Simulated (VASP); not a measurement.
**Ti: single point with RPBE**

Ti:

```
CELL_PARAMETERS angstrom
4.56618 0.00000 0.00000
-2.28309 3.95443 0.00000
0.00000 0.00000 2.81815
ATOMIC_POSITIONS crystal
Ti 0.00000 0.00000 0.00000
Ti 0.33333 0.66667 0.50000
Ti 0.66667 0.33333 0.50000
```

This isn't the form of Ti at room conditions, which is hcp.

```json
{
  "Program": "VASP 6.6.1",
  "Task": "single point",
  "Functional": "RPBE",
  "Potentials or basis": "VASP PAW PBE potentials, release 64 (Ti_sv)",
  "Cutoff": "520 eV",
  "k mesh": "9 × 9 × 12",
  "Occupations": "fermi-dirac, width 0.1 eV",
  "Spin": "no spin polarisation",
  "Dipole correction": "no",
  "Further INCAR settings": "ALGO = Normal; EDIFF = 1e-06; NBANDS = 25"
}
```

The pressure is 4.3 GPa and the band gap on the k mesh is zero (bands 18 and 19 overlap by 0.28 eV).

Stress tensor (GPa, compression positive):
```
4.26 0.00 0.00
0.00 4.26 0.00
0.00 0.00 4.51
```

Levels at points of the mesh, in eV from the Fermi level:
| k point | band 16 | band 17 | band 18 | band 19 | band 20 | band 21 |
| --- | --- | --- | --- | --- | --- | --- |
| (0.00, 0.00, 0.00) | -0.69 | -0.62 | -0.62 | -0.01 | 0.71 | 1.33 |
| (0.00, 0.00, 0.50) | -1.72 | -1.61 | -1.61 | 1.08 | 1.08 | 1.29 |

It took 3.5 min on 1 thread of Intel Xeon 8259CL, on a shared host, peak memory 0.23 GiB.

Caveat: the cell stands under pressure; the PAW data sets were made with another functional, which shifts forces and pressure a little.
